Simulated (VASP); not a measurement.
BN, 4 atoms in the cell. The typed cell holds 4 atoms: a = 2.527 Å, b = 2.527 Å, c = 6.566 Å, α = 90.00°, β = 90.00°, γ = 60.00°. 

```yaml
Program: VASP 6.6.1
Task: relaxation of cell and atoms
Functional: PBE
Potentials_or_basis: VASP PAW PBE potentials, release 64 (B, N)
Cutoff: 600 eV
k_mesh: 12 × 12 × 4
Occupations: fermi-dirac, width 0.1 eV
Spin: no spin polarisation
Dipole_correction: no
Further_INCAR_settings: ALGO = Normal; EDIFF = 1e-07; IBRION = 2; EDIFFG = -0.03; NSW = 60; ISIF = 3
```

Potentials or basis: VASP PAW PBE potentials, release 64 (B, N).

Launch:

```bash
$ cat potpaw_PBE.64/B/POTCAR potpaw_PBE.64/N/POTCAR > POTCAR
$ mpirun -np 1 vasp_std > vasp.out
```

Hardware: 1 thread of Intel Xeon 8259CL, with other jobs on the host.

Estimate the wall time of this run.

Wall time 8.3 min on 1 thread of Intel Xeon 8259CL (shared host), peak memory 0.2 GiB. Counts: scf iterations 85, k points 129, ion steps 9.
